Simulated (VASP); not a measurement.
**HC6: single point with PBE**

HC6, a wire with vacuum:

```
C H
1.0
     4.93269    0.00000    0.00000
     0.00000    8.52230    0.00000
     0.00000    0.00000   22.94161
C H
12 2
Direct
  0.00000 0.00000 0.17436
  0.50000 0.00000 0.17436
  0.25000 0.00000 0.20539
  0.75000 0.00000 0.20539
  0.25000 0.00000 0.26746
  0.75000 0.00000 0.26746
  0.00000 0.00000 0.29771
  0.50000 0.00000 0.29771
  0.00000 0.00000 0.36262
  0.50000 0.00000 0.36262
  0.25000 0.00000 0.38976
  0.75000 0.00000 0.38976
  0.15685 0.00000 0.42332
  0.34315 0.00000 0.42332
```

```yaml
Program: VASP 6.6.1
Task: single point
Functional: PBE
Potentials_or_basis: VASP PAW PBE potentials, release 64 (C, H)
Cutoff: 520 eV
k_mesh: 6 × 3 × 1
Occupations: gaussian, width 0.1 eV
Spin: no spin polarisation
```

The largest force is 20.206 eV/Å.

Forces in eV/Å, atoms in the order of the input:
```
C    -0.271   0.000   2.050
C     0.271   0.000   2.050
C     0.000   0.000  -4.005
C     0.000   0.000  -3.148
C     0.000   0.000   1.503
C     0.000   0.000   1.570
C     0.212   0.000   0.523
C    -0.212   0.000   0.523
C    -2.690   0.000  -2.779
C     2.690   0.000  -2.779
C     0.000   0.000 -20.206
C     0.000   0.000   1.769
H    -6.527   0.000  11.464
H     6.527   0.000  11.464
```

Levels at points of the mesh, in eV from the Fermi level:
```
           k point  band 22  band 23  band 24  band 25  band 26  band 27  band 28  band 29
(0.00, 0.00, 0.00)    -2.11    -0.51    -0.33    -0.26     0.26     0.92     2.11     2.81
(0.50, 0.00, 0.00)    -1.99    -1.60    -0.23    -0.06    -0.03     2.35     3.04     4.17
```

Run time: 7.9 min on 1 thread of Intel(R) Xeon(R) 6975P-C (Granite Rapids) (shared host), peak memory 0.96 GiB.
